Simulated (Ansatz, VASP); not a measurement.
Two plane-wave programs on TePt

```
CELL_PARAMETERS angstrom
4.27544 0.00000 0.00000
-2.13772 3.70264 0.00000
0.00000 0.00000 5.44600
ATOMIC_POSITIONS crystal
Te 0.33333 0.66667 0.25000
Te 0.66667 0.33333 0.75000
Pt 0.00000 0.00000 0.00000
Pt 0.00000 0.00000 0.50000
```

Change from the starting cell: strain +0.040 along x and y, +0.000 along z, atoms carried along.

Alike in both runs: task single point; functional PBEsol; k mesh 12 × 12 × 10; occupations gaussian, width 0.15 eV; no spin polarisation.

```csv
,VASP,Ansatz
version,VASP 6.6.1,Ansatz 0.2.0
potentials or method,"VASP PAW PBE potentials, release 64 (Te, Pt), cutoff 520 eV","scalar-relativistic, plane waves, PAW"
valence electrons in the cell,32,68
```

Ansatz gave:

```
gap on the k mesh at the Fermi level (eV)                     : none
pressure (GPa)                                                : -0.7
traceless stress, the component that is largest in VASP (GPa) : 2.38
```

Question: Which values does VASP return?

Answer: gap on the k mesh at the Fermi level (eV): none; pressure (GPa): -0.8; traceless stress, the component that is largest in VASP (GPa): 2.37.

VASP's potentials were made for PBE, not for PBEsol. A gap of «none» marks a metal or a gap that the smearing closes. With one functional, cell and mesh, what is left measures potentials, basis and numerics. VASP's potentials hold 32 valence electrons a cell and Ansatz's 68, so a difference there can come from the potentials and not from the codes.

Neither program's run includes spin-orbit coupling.
